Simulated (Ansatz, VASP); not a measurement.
# One calculation of Be2Cd2O, two programs

INCAR

```
PREC = Accurate
ENCUT = 600
EDIFF = 1E-7
ISMEAR = 0
SIGMA = 0.1
LREAL = F
LASPH = T
NELM = 60
ALGO = Normal
ISIF = 3
LWAVE = F
LCHARG = F
GGA = PE
IBRION = 2
NSW = 90
EDIFFG = -0.04
```

The input KPOINTS:

```
Automatic mesh
0
Gamma
  6 6 6
```

File POSCAR:

```
Be2Cd2O
1.0
    0.0000000000      2.4764198300      5.3762913600
    2.4513196100      0.0000000000      5.3762913600
    2.4513196100      2.4764198300      0.0000000000
Be Cd O
2 2 1
Direct
    0.3632000100      0.3632000100      0.6367999900
    0.6367999900      0.6367999900      0.3632000100
    0.7500000000      0.7500000000      0.7500000000
    0.2500000000      0.2500000000      0.2500000000
    0.0000000000      0.0000000000      0.0000000000
```

Input for Ansatz:

```yaml
crystal:
  lattice:
    - [0.0, 2.47641983, 5.37629136]
    - [2.45131961, 0.0, 5.37629136]
    - [2.45131961, 2.47641983, 0.0]
  atoms:
    - { symbol: Be, position: [0.36320001, 0.36320001, 0.63679999] }
    - { symbol: Be, position: [0.63679999, 0.63679999, 0.36320001] }
    - { symbol: Cd, position: [0.75, 0.75, 0.75] }
    - { symbol: Cd, position: [0.25, 0.25, 0.25] }
    - { symbol: O, position: [0.0, 0.0, 0.0] }
basis:
  ecutwfc: 420
kpoints:
  mp_grid: { grid: [6, 6, 6] }
hamiltonian:
  xc: pbe
scf:
  occupations: { method: gaussian, width: 0.1 }
  lower_state_search: "off"
output:
  forces: true
  stress: true
  eigenvalues: true
relax:
  adjacent_minimum: "off"
  f_tol: 0.04
  max_steps: 70
  cell: { stress_tol: 0.4 }
```

Change from the starting cell: species swapped into the EuFe2As2 type (Fmmm, No. 69).

Alike in both runs: task relaxation of cell and atoms; functional PBE; k mesh 6 × 6 × 6; occupations gaussian, width 0.1 eV; no spin polarisation.

```csv
,VASP,Ansatz
version,VASP 6.6.1,Ansatz 0.2.0
potentials or method,"VASP PAW PBE potentials, release 64 (Be, Cd, O), cutoff 600 eV","scalar-relativistic, plane waves, PAW"
valence electrons in the cell,34,50
```

```csv
,VASP,Ansatz,Ansatz less VASP
"gap on the k mesh at the Fermi level, each at its own relaxed structure (eV)",none,none,-
relaxed volume (Å³/atom),16.78,22.12,+5.344
relaxed cell length with the largest relative difference (Å),5.780,6.824,+1.0440
```

A gap of «none» marks a metal or a gap that the smearing closes. One of these differences is far larger than is usual between the two programs; its cause wasn't traced. VASP's potentials hold 34 valence electrons a cell and Ansatz's 50, so a difference there can come from the potentials and not from the codes.

Noted on VASP's run: the volume moved by over 15 % at a fixed basis, so the end points are rough.
